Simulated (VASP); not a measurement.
A run of VASP 6.6.1 is set up as follows.

Contents of INCAR:

```
SYSTEM = Sn
ALGO     = Normal         ! electronic algorithm
EDIFF    = 1E-6           ! SCF threshold, eV
ENCUT    = 520            ! plane-wave cutoff, eV
GGA      = PE             ! functional
ISIF     = 2              ! what is computed and relaxed
ISMEAR   = -1             ! smearing method
LASPH    = .TRUE.         ! aspherical terms in the spheres
LCHARG   = .TRUE.         ! write CHGCAR
LELF     = .TRUE.         ! ELF
LREAL    = .FALSE.        ! projectors in reciprocal space
LVHAR    = .TRUE.       
LWAVE    = .FALSE.        ! write WAVECAR
NBANDS   = 13             ! bands
NELM     = 100            ! most SCF steps
PREC     = Accurate       ! precision mode
SIGMA    = 0.05           ! smearing width, eV
```

File KPOINTS:

```
k-points
0
G
  10 10 10
  0 0 0
```

POSCAR

```
Sn
1.0
   -1.9195843076      1.9195843076      1.9195843076
    1.9195843076     -1.9195843076      1.9195843076
    1.9195843076      1.9195843076     -1.9195843076
Sn
1
Direct
    0.0000000000      0.0000000000      0.0000000000
```

Potentials or basis: VASP PAW PBE potentials, release 64 (Sn_d).

Run with:

```bash
$ cat potpaw_PBE.64/Sn_d/POTCAR > POTCAR
$ mpirun -np 1 vasp_std > vasp.out
```

What does it give for the pressure?

-1.1 GPa.

What does it give for the band gap on the k mesh?

Zero (band 7 reaches 15.22 eV, above the bottom of band 8 at 5.46 eV).

Caveat: spin-orbit coupling is left out, which moves the levels of the heavy elements.
